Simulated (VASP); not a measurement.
A run of VASP 6.6.1 is set up as follows.

The input INCAR:

```
ALGO = Normal ; EDIFF = 1E-7
ENCUT = 520 ; GGA = PE
ISIF = 2 ; ISMEAR = -1
LASPH = T ; LCHARG = F
LREAL = F ; LWAVE = F
NBANDS = 16 ; NELM = 80
PREC = Accurate ; SIGMA = 0.05
```

Contents of KPOINTS:

```
k-points
0
Gamma
  10 10 10
```

POSCAR

```
GaP
1.0
    0.0000000000      2.7252500000      2.7797550000
    2.7252500000      0.0000000000      2.7797550000
    2.7252500000      2.7252500000      0.0000000000
Ga P
1 1
Direct
    0.0000000000      0.0000000000      0.0000000000
    0.7500000000      0.7500000000      0.7500000000
```

Potentials or basis: VASP PAW PBE potentials, release 64 (Ga_d, P).

The run is started by

```console
$ cat potpaw_PBE.64/Ga_d/POTCAR potpaw_PBE.64/P/POTCAR > POTCAR
$ mpirun -np 1 vasp_std > vasp.out
```

**Question.** Predict the band gap on the k mesh.

**Answer.** 1.54 eV, indirect (least direct gap 1.62 eV).

**Question.** What does it give for the pressure?

**Answer.** 0.8 GPa.

Stress tensor (GPa, compression positive):
```
 1.32  0.00  0.00
 0.00  1.32  0.00
 0.00  0.00 -0.18
```

Caveat: the cell differs from its parent crystal (zz strain of +2 %). A k mesh can miss the band edges.
